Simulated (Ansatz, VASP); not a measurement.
## Two plane-wave programs on SrCl2

```xyz
9
Lattice="3.4855 -3.4855 0.0000 3.4855 0.0000 -3.4855 12.1992 4.3569 4.3569" Properties=species:S:1:pos:R:3 pbc="T T T"
Sr    5.8093   -1.1617   -1.1617
Sr    5.8093    5.8093    5.8093
Sr    5.8093    2.3238    2.3238
Cl    7.5520    0.5810    0.5810
Cl    4.0665   -2.9045    0.5810
Cl    7.5520    4.0665    4.0665
Cl   11.0375    4.0665    4.0665
Cl   11.0375    0.5810    0.5810
Cl    4.0665    0.5810    0.5810
```

Alike in both runs: task single point; functional PBE; k mesh 5 × 5 × 2; occupations gaussian, width 0.05 eV; no spin polarisation.

```csv
,VASP,Ansatz
version,VASP 6.6.1,Ansatz 0.2.0
potentials or method,"VASP PAW PBE potentials, release 64 (Sr_sv, Cl), cutoff 520 eV","scalar-relativistic, plane waves, PAW"
valence electrons in the cell,72,72
```

|  | VASP | Ansatz | Ansatz less VASP |
| --- | --- | --- | --- |
| gap on the k mesh at the Fermi level (eV) | 1.37 | 1.36 | -0.006 |
| least direct gap on the mesh (eV) | 1.55 | 1.54 | -0.005 |
| pressure (GPa) | 4.6 | 4.5 | -0.08 |
| traceless stress, the component that is largest in VASP (GPa) | 5.30 | 5.31 | +0.014 |
| rms of the force components (eV/Å) | 2.553 | 2.563 | +0.0095 |

Atom by atom the forces differ by 0.010 eV/Å (rms over components).
